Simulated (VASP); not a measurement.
# Ti (P6_3/mmc) in VASP: further runs, part 2 of 2

VASP 6.6.1. Earlier steps stand in the parts before.

## 4. Single point, PBEsol

This run uses another cell than the first one, of 17.28 Å³/atom, 1.043 times its volume.

Input file INCAR:

```
SYSTEM = Ti
PREC = Accurate
ENCUT = 520
EDIFF = 1E-6
ISMEAR = -1
SIGMA = 0.15
LREAL = .FALSE.
LASPH = .TRUE.
NELM = 60
ALGO = Normal
ISIF = 2
LWAVE = .FALSE.
LCHARG = .TRUE.
GGA = PS
LELF = .TRUE.
LVHAR = .TRUE.
NBANDS = 19
```

Input file KPOINTS:

```
Automatic mesh
0
G
  11 11 6
  0 0 0
```

Input file POSCAR:

```
Ti
1.0
    2.9302007457      0.0000000000      0.0000000000
   -1.4651003729      2.5376283424      0.0000000000
    0.0000000000      0.0000000000      4.6485896576
Ti
2
Direct
    0.3333333333      0.6666666667      0.2500000000
    0.6666666667      0.3333333333      0.7500000000
```

Potentials or basis: VASP PAW PBE potentials, release 64 (Ti_sv).

Run with:

```bash
$ cat potpaw_PBE.64/Ti_sv/POTCAR > POTCAR
$ mpirun -np 1 vasp_std > vasp.out
```

OUTCAR:

```text
SYSTEM = Ti
   PREC = Accurate
   ENCUT = 520
   EDIFF = 1E-6
   ISMEAR = -1
   LREAL = .FALSE.
   LASPH = .TRUE.
   NELM = 60
   ISIF = 2
   GGA = PS

 ion  position               nearest neighbor table
   1  0.333  0.667  0.250-   2 2.87   2 2.87   2 2.87   2 2.87   2 2.87   2 2.87
   2  0.667  0.333  0.750-   1 2.87   1 2.87   1 2.87   1 2.87   1 2.87   1 2.87

  LATTYP: Found a hexagonal cell.
 ALAT       =     2.9302007457
 C/A-ratio  =     1.5864406780

  Lattice vectors:

 A1 = (   2.9302007457,   0.0000000000,   0.0000000000)
 A2 = (  -1.4651003729,   2.5376283424,   0.0000000000)
 A3 = (   0.0000000000,   0.0000000000,   4.6485896576)

Analysis of symmetry for initial positions (statically):
=====================================================================
 Subroutine PRICEL returns:
 Original cell was already a primitive cell.

 Routine SETGRP: Setting up the symmetry group for a
 hexagonal supercell.

 Subroutine GETGRP returns: Found 24 space group operations
[... 155 lines left out ...]
   NGX = 11   NGY = 11   NGZ = 17

 number of electron      24.0000000 magnetization

 Free energy of the ion-electron system (eV)
  ---------------------------------------------------
  ext. energy  EPLUGINS =         0.00000000
  ---------------------------------------------------
  free energy    TOTEN  =       -16.75120553 eV

  energy without entropy =      -16.56002644  energy(sigma->0) =      -16.65561598

 E-fermi :   8.2184     XC(G=0): -11.6574

 val. band max:        8.2119599343   @ k =   0.1818   0.0000   0.1667
 cond. band min:       8.2244840495   @ k =   0.3636   0.1818   0.3333
 fundamental gap:      0.0125241152
 Fermi energy:         8.2184286239

 k-point     1 :       0.0000    0.0000    0.0000
  band No.  band energies     occupation
      1     -48.3396      2.00000
      2     -48.1979      2.00000
      3     -25.0256      2.00000
      4     -24.3825      2.00000
      5     -24.3825      2.00000
      6     -24.2962      2.00000
[... 505 lines left out ...]
      6     -24.4457      2.00000
[... 11 lines left out ...]
     18      10.5908      0.00000
     19      11.6424      0.00000

 [... further k-points ...]
[... 5 lines left out ...]
  --------------------------------------------------------------------------------------
  -------------------------------------------------------------------------------------
  Total       -0.7348824     -0.7348824     -0.7657707      0.0000000      0.0000000      0.0000000
  in kB      -34.0629150    -34.0629166    -35.4946350      0.0000000      0.0000000      0.0000000
  external PRESSURE =     -34.5401555 kB  Pullay stress =       0.0000000 kB

 VOLUME and BASIS-vectors are now :
 -----------------------------------------------------------------------------
  energy-cutoff  :      520.00
  volume of cell :       34.57
      direct lattice vectors                 reciprocal lattice vectors
     2.930200746  0.000000000  0.000000000     0.341273546  0.197034369  0.000000000
    -1.465100373  2.537628342  0.000000000     0.000000000  0.394068739  0.000000000
     0.000000000  0.000000000  4.648589658     0.000000000  0.000000000  0.215119009

 POSITION                                       TOTAL-FORCE (eV/Angst)
 -----------------------------------------------------------------------------------
     -0.00000      1.69175      1.16215        -0.000000      0.000000      0.000000
      1.46510      0.84588      3.48644         0.000000     -0.000000      0.000000
 -----------------------------------------------------------------------------------
    total drift:                               -0.000000      0.000000     -0.000000

  FREE ENERGIE OF THE ION-ELECTRON SYSTEM (eV)
  ---------------------------------------------------
  free  energy   TOTEN  =       -16.7512055287 eV

  energy  without entropy=      -16.5600264353  energy(sigma->0) =      -16.65561598
```

Wall time 30 s (1 thread of Intel Xeon Platinum 8259CL at 2.50GHz (Skylake/Cascade Lake), shared host); peak memory 0.17 GiB.

What came out:

* Free energy: -16.7512 eV
* Pressure: -3.5 GPa
* Band gap on the k mesh: zero (band 12 reaches 9.04 eV, above the bottom of band 13 at 8.04 eV)

Stress tensor (GPa, compression positive):
```
-3.41  0.00  0.00
 0.00 -3.41  0.00
 0.00  0.00 -3.55
```

Caveat: the PAW data sets were made with another functional, which shifts forces and pressure a little.

## 5. Single point, PBEsol

This run uses another cell than the first one, of 17.64 Å³/atom, 1.064 times its volume.

Input file INCAR:

```
SYSTEM = Ti
PREC     = Accurate       ! precision mode
ENCUT    = 520            ! plane-wave cutoff, eV
EDIFF    = 1E-6           ! SCF threshold, eV
ISMEAR   = -1             ! smearing method
SIGMA    = 0.15           ! smearing width, eV
LREAL    = .False.        ! projectors in reciprocal space
LASPH    = .True.         ! aspherical terms in the spheres
NELM     = 100            ! most SCF steps
ALGO     = Normal         ! electronic algorithm
ISIF     = 2              ! what is computed and relaxed
LWAVE    = .False.        ! write WAVECAR
LCHARG   = .False.        ! write CHGCAR
GGA      = PS             ! functional
NBANDS   = 19             ! bands
```

Input file KPOINTS:

```
regular mesh
0
Gamma
  11 11 6
  0 0 0
```

Input file POSCAR:

```
Ti
1.0
    2.9500000000      0.0000000000      0.0000000000
   -1.4750000000      2.5547750000      0.0000000000
    0.0000000000      0.0000000000      4.6800000000
Ti
2
Direct
    0.3333333333      0.6666666667      0.2500000000
    0.6666666667      0.3333333333      0.7500000000
```

Run with:

```bash
$ cat potpaw_PBE.64/Ti_sv/POTCAR > POTCAR
$ mpirun -np 1 vasp_std > vasp.out
```

It took 34 s on 1 thread of Intel Xeon Platinum 8259CL at 2.50GHz (Skylake/Cascade Lake), shared host; peak memory 0.17 GiB.

Results (log left out):

* Free energy: -16.7316 eV
* Pressure: -5.5 GPa
* Band gap on the k mesh: zero (band 12 reaches 8.82 eV, above the bottom of band 13 at 7.82 eV)

Stress tensor (GPa, compression positive):
```
-5.42  0.00  0.00
 0.00 -5.42  0.00
 0.00  0.00 -5.60
```

Levels at points of the mesh, in eV from the Fermi level:
```tsv
k point	band 8	band 9	band 10	band 11	band 12	band 13	band 14	band 15	band 16	band 17
(0.00, 0.00, 0.00)	-32.56	-6.13	-2.61	0.77	0.81	0.81	0.93	1.30	1.30	1.66
(0.00, 0.00, 0.50)	-32.60	-4.30	-4.30	0.14	0.14	0.72	0.72	0.72	0.72	2.81
```

Caveat: the PAW data sets were made with another functional, which shifts forces and pressure a little.

## 6. Single point, PBEsol

This run uses another cell than the first one, of 17.99 Å³/atom, 1.085 times its volume.

Changes to INCAR since step 5:

```diff
@@ -8,3 +8,3 @@
 LASPH    = .True.         ! aspherical terms in the spheres
-NELM     = 100            ! most SCF steps
+NELM     = 60             ! most SCF steps
 ALGO     = Normal         ! electronic algorithm
```

Input file KPOINTS:

```
Automatic mesh
0
Gamma
  11 11 6
  0 0 0
```

Input file POSCAR:

```
Ti
1.0
    2.9695369932      0.0000000000      0.0000000000
   -1.4847684966      2.5716945328      0.0000000000
    0.0000000000      0.0000000000      4.7109942807
Ti
2
Direct
    0.3333333333      0.6666666667      0.2500000000
    0.6666666667      0.3333333333      0.7500000000
```

Potentials or basis: VASP PAW PBE potentials, release 64 (Ti_sv).

Run with:

```bash
$ cat potpaw_PBE.64/Ti_sv/POTCAR > POTCAR
$ mpirun -np 1 vasp_std > vasp.out
```

OUTCAR:

```text
SYSTEM = Ti
   PREC = Accurate
   ENCUT = 520
   EDIFF = 1E-6
   ISMEAR = -1
   LREAL = .False.
   LASPH = .True.
   NELM = 60
   ISIF = 2
   GGA = PS

 ion  position               nearest neighbor table
   1  0.333  0.667  0.250-   2 2.91   2 2.91   2 2.91   2 2.91   2 2.91   2 2.91
   2  0.667  0.333  0.750-   1 2.91   1 2.91   1 2.91   1 2.91   1 2.91   1 2.91

  LATTYP: Found a hexagonal cell.
 ALAT       =     2.9695369932
 C/A-ratio  =     1.5864406780

  Lattice vectors:
[... 191 lines left out ...]
      2     -48.7022      2.00000
      3     -25.4643      2.00000
      4     -24.8981      2.00000
      5     -24.8981      2.00000
      6     -24.8240      2.00000
[... 505 lines left out ...]
      6     -24.9536      2.00000
[... 11 lines left out ...]
     18      10.0664      0.00000
     19      11.0599      0.00000

 [... further k-points ...]
[... 5 lines left out ...]
  --------------------------------------------------------------------------------------
  -------------------------------------------------------------------------------------
  Total       -1.6279023     -1.6279024     -1.6727334      0.0000000      0.0000000      0.0000000
  in kB      -72.4966968    -72.4967001    -74.4931970      0.0000000      0.0000000      0.0000000
  external PRESSURE =     -73.1621980 kB  Pullay stress =       0.0000000 kB

 VOLUME and BASIS-vectors are now :
 -----------------------------------------------------------------------------
  energy-cutoff  :      520.00
  volume of cell :       35.98
      direct lattice vectors                 reciprocal lattice vectors
     2.969536993  0.000000000  0.000000000     0.336752835  0.194424335  0.000000000
    -1.484768497  2.571694533  0.000000000     0.000000000  0.388848670  0.000000000
     0.000000000  0.000000000  4.710994281     0.000000000  0.000000000  0.212269415

 POSITION                                       TOTAL-FORCE (eV/Angst)
 -----------------------------------------------------------------------------------
     -0.00000      1.71446      1.17775        -0.000000      0.000000      0.000000
      1.48477      0.85723      3.53325         0.000000     -0.000000      0.000000
 -----------------------------------------------------------------------------------
    total drift:                                0.000000     -0.000000      0.000000

  FREE ENERGIE OF THE ION-ELECTRON SYSTEM (eV)
  ---------------------------------------------------
  free  energy   TOTEN  =       -16.7035214233 eV

  energy  without entropy=      -16.5021031589  energy(sigma->0) =      -16.60281229
```

OSZICAR:

```text
N       E                     dE             d eps       ncg     rms          rms(c)
DAV:   1     0.262987782008E+03    0.26299E+03   -0.12943E+04  2432   0.155E+03
DAV:   2     0.111582846852E+02   -0.25183E+03   -0.24793E+03  2506   0.441E+02
DAV:   3    -0.178129155190E+02   -0.28971E+02   -0.28597E+02  4539   0.123E+02
DAV:   4    -0.190997792612E+02   -0.12869E+01   -0.12846E+01  2843   0.267E+01
DAV:   5    -0.191609342778E+02   -0.61155E-01   -0.61145E-01  3612   0.420E+00    0.120E+01
DAV:   6    -0.167141954878E+02    0.24467E+01   -0.89782E+00  2799   0.295E+01    0.274E+00
DAV:   7    -0.166905797364E+02    0.23616E-01   -0.73897E-01  3651   0.595E+00    0.204E+00
DAV:   8    -0.167106828150E+02   -0.20103E-01   -0.19466E-01  2680   0.518E+00    0.661E-01
DAV:   9    -0.167030541945E+02    0.76286E-02   -0.44755E-02  2802   0.208E+00    0.695E-02
DAV:  10    -0.167034586524E+02   -0.40446E-03   -0.29394E-03  3580   0.311E-01    0.864E-02
DAV:  11    -0.167035293381E+02   -0.70686E-04   -0.15705E-04  2890   0.813E-02    0.366E-02
DAV:  12    -0.167035213636E+02    0.79746E-05   -0.26082E-05  2899   0.426E-02    0.118E-02
DAV:  13    -0.167035214233E+02   -0.59699E-07   -0.35363E-06  2461   0.167E-02
   1 F= -.16703521E+02 E0= -.16602812E+02  d E =-.201418E+00
```

stdout:

```text
POSCAR found type information on POSCAR Ti
 POSCAR found :  1 types and       2 ions
 scaLAPACK will be used
 -----------------------------------------------------------------------------
|                                                                             |
|                                                                             |
|     You enforced a specific xc type in the INCAR file but a different       |
|     I HOPE YOU KNOW WHAT YOU ARE DOING!                                     |
|                                                                             |
 -----------------------------------------------------------------------------

 LDA part: xc-table for (Slater+PW92), standard interpolation
 POSCAR, INCAR and KPOINTS ok, starting setup
 FFT: planning ... GRIDC
 FFT: planning ... GRID_SOFT
 FFT: planning ... GRID
 WAVECAR not read
 entering main loop
```

Wall time 38 s (1 thread of Intel Xeon Platinum 8259CL at 2.50GHz (Skylake/Cascade Lake), shared host); peak memory 0.17 GiB.

Results:

- Free energy: -16.7035 eV
- Pressure: -7.3 GPa
- Band gap on the k mesh: zero (band 12 reaches 8.60 eV, above the bottom of band 13 at 7.61 eV)

Caveat: the PAW data sets were made with another functional, which shifts forces and pressure a little.

## 7. The runs side by side

| cell | gap on the mesh (eV) | pressure (GPa) |
| --- | --- | --- |
| a = 2.890, b = 2.890, c = 4.584 Å, angles 90.0, 90.0, 120.0°, 2 atoms | none | 1.2 |
| a = 2.910, b = 2.910, c = 4.617 Å, angles 90.0, 90.0, 120.0°, 2 atoms | none | -1.2 |
| a = 2.930, b = 2.930, c = 4.649 Å, angles 90.0, 90.0, 120.0°, 2 atoms | none | -3.5 |
| a = 2.950, b = 2.950, c = 4.680 Å, angles 90.0, 90.0, 120.0°, 2 atoms | none | -5.5 |
| a = 2.970, b = 2.970, c = 4.711 Å, angles 90.0, 90.0, 120.0°, 2 atoms | none | -7.3 |

Alike in all rows: task single point; level PBEsol; potentials or basis VASP PAW PBE potentials, release 64 (Ti_sv); no spin polarisation; k mesh 11 × 11 × 6; cutoff (eV) 520; smearing fermi-dirac 0.15 eV.

Caveats: the PAW data sets were made with another functional, which shifts forces and pressure a little.

Absolute energies hang on the potentials; compare differences alone.
